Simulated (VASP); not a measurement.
Runs of VASP 6.6.1 on BP. It takes space group F-43m (No. 216, cubic). Conventional cell: a = 4.537 Å, b = 4.537 Å, c = 4.537 Å, α = 90.00°, β = 90.00°, γ = 90.00°. B (site symmetry -43m) has 4 P at 1.96 Å within 2.6 Å. P (site symmetry -43m) has 4 B at 1.96 Å within 2.6 Å. 

```tsv
level	k mesh	grid for exact exchange (PRECFOCK)	screening parameter	gap on the mesh (eV)	pressure (GPa)
PBE	6 × 6 × 6	-	-	1.33	1.2
r2SCAN	6 × 6 × 6	-	-	1.54	(b)
HSE06	6 × 6 × 6	Normal	0.2079 1/Å	2.06	-1.9
PBE	10 × 10 × 10	-	-	1.24	1.0
PBE0	6 × 6 × 6	Normal	-	(a)	-2.0
```

Alike in all rows: task single point; potentials or basis VASP PAW PBE potentials, release 64 (B, P); no spin polarisation; cell as given; cutoff (eV) 520; smearing gaussian 0.01 eV.

Question: Estimate the missing entries.

Answer: (a) 2.79; (b) -0.4.

Caveats: the PAW data sets were made with another functional, which shifts forces and pressure a little (some runs).

A k mesh can miss the band edges.
